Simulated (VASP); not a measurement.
Here is a VASP 6.6.1 calculation.

POSCAR

```
Se
1.0
    4.5482246969      0.0000000000      0.0000000000
   -2.2741123485      3.9388781297      0.0000000000
    0.0000000000      0.0000000000      4.9761770836
Se
3
Direct
    0.2153192120      0.0000000000      0.3333333333
    0.0000000000      0.2153192120      0.6666666667
    0.7846807880      0.7846807880      0.0000000000
```

File INCAR.step1:

```
SYSTEM = Se
ALGO = Normal
EDIFF = 1E-5
ENCUT = 550
GGA = PE
GGA_COMPAT = .FALSE.
ISMEAR = 0
LASPH = .TRUE.
LCHARG = .FALSE.
LREAL = .FALSE.
LWAVE = .TRUE.
NBANDS = 16
NELM = 120
PREC = Accurate
SIGMA = 0.01
```

File INCAR.step2:

```
SYSTEM = Se
ALGO = Normal
EDIFF = 1E-6
ENCUT = 550
GGA_COMPAT = .FALSE.
ISIF = 2
ISMEAR = 0
ISTART = 1
LASPH = .TRUE.
LCHARG = .FALSE.
LMIXTAU = .TRUE.
LREAL = .FALSE.
LWAVE = .FALSE.
METAGGA = R2SCAN
NBANDS = 16
NELM = 120
PREC = Accurate
SIGMA = 0.01
```

KPOINTS

```
k-points
0
G
  6 6 4
  0 0 0
```

Potentials or basis: VASP PAW PBE potentials, release 64 (Se).

Command:

```bash
$ cat potpaw_PBE.64/Se/POTCAR > POTCAR
$ cp INCAR.step1 INCAR
$ mpirun -np 1 vasp_std > vasp.out
$ cp INCAR.step2 INCAR
$ mpirun -np 1 vasp_std > vasp.out
```

Question: What does it give for the band gap on the k mesh?

Answer: 1.38 eV (least direct gap 1.66 eV).

Question: What does it give for the pressure?

Answer: -0.1 GPa.

Stress tensor (GPa, compression positive):
```
-0.15  0.00  0.00
 0.00 -0.15  0.00
 0.00  0.00 -0.05
```

Caveat: the cell differs from its parent crystal (film at in-plane strain +0.01); the PAW data sets were made with another functional, which shifts forces and pressure a little. A k mesh can miss the band edges.
